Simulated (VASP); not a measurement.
Wanted: the native input for a VASP 6.6.1 run.

```
Task                   : single point
Functional             : PBE
Potentials or basis    : VASP PAW PBE potentials, release 64 (Y_sv, S)
Cutoff                 : 500 eV
k mesh                 : 4 × 4 × 4
Occupations            : fermi-dirac, width 0.1 eV
Spin                   : no spin polarisation
Dipole correction      : no
Further INCAR settings : ALGO = Normal; EDIFF = 1e-06; NBANDS = 32
```

The structure of YS2 lies in POSCAR:

```
YS2
1.0
    0.0000000000      3.9147170000      3.9147170000
    3.9147170000      0.0000000000      3.9147170000
    3.9147170000      3.9147170000      0.0000000000
Y S
2 4
Direct
    0.5000000000      0.5000000000      0.5000000000
    0.7500000000      0.7500000000      0.7500000000
    0.1250000000      0.1250000000      0.1250000000
    0.6250000000      0.1250000000      0.1250000000
    0.1250000000      0.6250000000      0.1250000000
    0.1250000000      0.1250000000      0.6250000000
```

The input as run:

INCAR

```
SYSTEM = YS2
PREC     = Accurate       ! precision mode
ENCUT    = 500            ! plane-wave cutoff, eV
EDIFF    = 1E-6           ! SCF threshold, eV
ISMEAR   = -1             ! smearing method
SIGMA    = 0.1            ! smearing width, eV
LREAL    = .FALSE.        ! projectors in reciprocal space
LASPH    = .TRUE.         ! aspherical terms in the spheres
NELM     = 120            ! most SCF steps
ALGO     = Normal         ! electronic algorithm
ISIF     = 2              ! what is computed and relaxed
LWAVE    = .FALSE.        ! write WAVECAR
LCHARG   = .TRUE.         ! write CHGCAR
GGA      = PE             ! functional
LELF     = .TRUE.         ! ELF
LVHAR    = .TRUE.       
NBANDS   = 32             ! bands
GGA_COMPAT= .FALSE.
```

KPOINTS

```
Automatic mesh
0
G
  4 4 4
  0 0 0
```

Potentials or basis: VASP PAW PBE potentials, release 64 (Y_sv, S).

The run is started by

```console
$ cat potpaw_PBE.64/Y_sv/POTCAR potpaw_PBE.64/S/POTCAR > POTCAR
$ mpirun -np 1 vasp_std > vasp.out
```

Results of the run:

```
Pressure               : -0.5 GPa
Band gap on the k mesh : zero (bands 23 and 24 overlap by 0.61 eV)
```

Wall time 83 s on 1 thread of Intel Xeon 8259CL (shared host), peak memory 0.25 GiB.
